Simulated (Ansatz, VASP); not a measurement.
**GePt: VASP beside Ansatz**

```
Ge Pt
1.0
     0.00000    2.45728    2.45728
     2.45728    0.00000    2.45728
     2.45728    2.45728    0.00000
Ge Pt
1 1
Direct
  0.00000 0.00000 0.00000
  0.25000 0.25000 0.25000
```

Change from the starting cell: species swapped into the BP type (F-43m, No. 216).

Alike in both runs: task relaxation of cell and atoms; functional PBE; k mesh 7 × 7 × 7; occupations gaussian, width 0.2 eV; no spin polarisation.

```csv
,VASP,Ansatz
version,VASP 6.6.1,Ansatz 0.2.0
potentials or method,"VASP PAW PBE potentials, release 64 (Ge_d, Pt), cutoff 500 eV","scalar-relativistic, plane waves, PAW"
valence electrons in the cell,24,32
```

```tsv
	VASP	Ansatz	Ansatz less VASP
gap on the k mesh at the Fermi level, each at its own relaxed structure (eV)	none	none	-
relaxed volume (Å³/atom)	22.31	22.12	-0.190
relaxed cell length with the largest relative difference (Å)	3.981	3.970	-0.0113
```

A gap of «none» marks a metal or a gap that the smearing closes. VASP's potentials hold 24 valence electrons a cell and Ansatz's 32, so a difference there can come from the potentials and not from the codes.

Neither program's run includes spin-orbit coupling. Noted on VASP's run: the volume moved by over 15 % at a fixed basis, so the end points are rough.
